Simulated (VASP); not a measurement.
Ge, 4 atoms in the cell. The structure is hexagonal, space group P6_3/mmc (No. 194). The conventional cell has a = 3.968 Å, b = 3.968 Å, c = 6.506 Å, α = 90.00°, β = 90.00°, γ = 120.00°. Ge (site symmetry 3m) has 4 Ge at 2.43 to 2.44 Å within 3.2 Å. This isn't the form of Ge at room conditions, which is diamond.

```yaml
Program: VASP 6.6.1
Task: single point
Functional: LDA
Potentials_or_basis: VASP PAW LDA potentials, release 64 (Ge_d)
Cutoff: 520 eV
k_mesh: 6 × 6 × 4
Occupations: fermi-dirac, width 0.02 eV
Spin: no spin polarisation
Dipole_correction: no
Further_INCAR_settings: ALGO = Normal; EDIFF = 1e-07; NBANDS = 36
```

Potentials or basis: VASP PAW LDA potentials, release 64 (Ge_d).

Command:

```sh
$ cat potpaw_LDA.64/Ge_d/POTCAR > POTCAR
$ mpirun -np 1 vasp_std > vasp.out
```

Hardware: 1 thread of Intel(R) Xeon(R) 6975P-C (Granite Rapids), on a shared host.

Question: Estimate the wall time of this run.

Answer: Run time: 24 s on 1 thread of Intel(R) Xeon(R) 6975P-C (Granite Rapids) (shared host), peak memory 0.18 GiB. Counts: scf iterations 13, k points 21.
